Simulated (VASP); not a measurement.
Input of a VASP 6.6.1 run:

INCAR

```
SYSTEM = WC
  PREC = Accurate
  ENCUT = 520
  EDIFF = 1E-6
  ISMEAR = -1
  SIGMA = 0.3
  LREAL = Auto
  LASPH = .TRUE.
  NELM = 80
  ALGO = Normal
  ISIF = 2
  LWAVE = .FALSE.
  LCHARG = .TRUE.
  GGA = PE
  LELF = .TRUE.
  LVHAR = .TRUE.
  NBANDS = 86
```

The input KPOINTS:

```
regular mesh
0
G
  2 2 2
  0 0 0
```

The input POSCAR:

```
WC
1.0
   -2.9867990000     -5.1732880000      0.0000000000
    4.4801990000     -2.5866440000      0.0000000000
    0.0000000000      0.0000000000      5.8458020000
W C
8 8
Direct
    0.7572161118      0.4922219584     -0.0234356210
    0.7813260066      0.5447891344      0.4539154764
    0.4983757743      0.0060149704     -0.0450066561
    0.4673311427     -0.0073603450      0.4777616484
    0.2247556425      0.4588858504     -0.0424578184
    0.2583047042      0.4468784159      0.4556603183
    0.0127510181      0.0210447634     -0.0080057450
   -0.0475666485      0.0151841429      0.4585854943
    0.4631109454      0.6460470414      0.2177802122
    0.4667396831      0.6026423421      0.6585409496
    0.2869051022      0.1722530344      0.2138628712
    0.2275683778      0.1424715740      0.7216460633
   -0.0038591126      0.6766158392      0.2059255514
    0.0032871467      0.5906474348      0.7269832266
    0.7515741701      0.1433867067      0.2070203541
    0.7306456371      0.1844319099      0.7202946662
```

Potentials or basis: VASP PAW PBE potentials, release 64 (W_sv, C).

The run is started by

```console
$ cat potpaw_PBE.64/W_sv/POTCAR potpaw_PBE.64/C/POTCAR > POTCAR
$ mpirun -np 1 vasp_std > vasp.out
```

**Question.** What does it give for the pressure?

**Answer.** -1.7 GPa.

**Question.** What does it give for the largest force?

**Answer.** 6.262 eV/Å.

Forces on the atoms (eV/Å):
```
W    1.150  2.240 -1.482
W   -1.220  5.789  1.880
W   -1.175  0.889  1.655
W   -3.512 -0.696 -1.247
W    1.969 -5.884  0.840
W    5.113  0.950 -0.025
W   -2.636  4.141 -2.805
W   -2.004 -2.039  2.357
C   -0.056 -2.568 -1.407
C    1.115 -4.421  4.012
C   -1.086  2.710 -1.423
C   -0.753 -0.214 -0.760
C   -0.514 -0.463 -0.227
C    2.528 -0.616 -0.946
C    2.478  0.029 -0.254
C   -1.396  0.154 -0.167
```

Caveat: the k points lie up to 0.61 Å⁻¹ apart; so wide a smearing shifts energies and pressures; forces of over 1 eV/Å act on the atoms, so gaps and moduli don't describe the material at rest.
